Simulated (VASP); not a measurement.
**Au2I: single point with PBE**

Crystal: Au2I.

```
CELL_PARAMETERS angstrom
1.96790 1.13617 5.66095
-1.96790 1.13617 5.66095
0.00000 -2.27234 5.66095
ATOMIC_POSITIONS crystal
Au 0.78645 0.78645 0.78645
Au 0.21355 0.21355 0.21355
I 0.00000 0.00000 0.00000
```

```json
{
 "Program": "VASP 6.6.1",
 "Task": "single point",
 "Functional": "PBE",
 "Potentials or basis": "VASP PAW PBE potentials, release 64 (Au, I)",
 "Cutoff": "520 eV",
 "k mesh": "6 × 6 × 6",
 "Occupations": "gaussian, width 0.1 eV",
 "Spin": "no spin polarisation",
 "Dipole correction": "no",
 "Further INCAR settings": "ALGO = Normal; EDIFF = 1e-06; NBANDS = 22"
}
```

```yaml
Pressure: 0.1 GPa
Largest_force: 0.022 eV/Å
```

Forces on the atoms (eV/Å):
```
Au   0.000  0.000 -0.022
Au   0.000  0.000  0.022
I    0.000  0.000  0.000
```

Stress tensor (GPa, compression positive):
```
 0.22  0.00  0.00
 0.00  0.22  0.00
 0.00  0.00 -0.09
```

Levels at points of the mesh, in eV from the Fermi level:
| k point | band 13 | band 14 | band 15 | band 16 | band 17 | band 18 |
| --- | --- | --- | --- | --- | --- | --- |
| (0.00, 0.00, 0.00) | -2.01 | -0.45 | -0.45 | 4.46 | 5.13 | 6.77 |
| (0.50, 0.00, 0.00) | -2.20 | -0.69 | -0.32 | 2.49 | 3.34 | 4.83 |
| (0.50, 0.50, 0.00) | -1.45 | -1.39 | -0.67 | 1.69 | 2.66 | 6.78 |
| (0.50, 0.50, 0.50) | -0.21 | -0.19 | -0.19 | 1.58 | 7.34 | 7.98 |

Run time: 63 s on 1 thread of Intel(R) Xeon(R) Platinum 8559C (Emerald Rapids), on a shared host, peak memory 0.33 GiB.

Caveat: spin-orbit coupling is left out, which moves the levels of the heavy elements; an odd number of electrons without spin polarisation forces a metal; a magnetic or distorted state may lie lower.
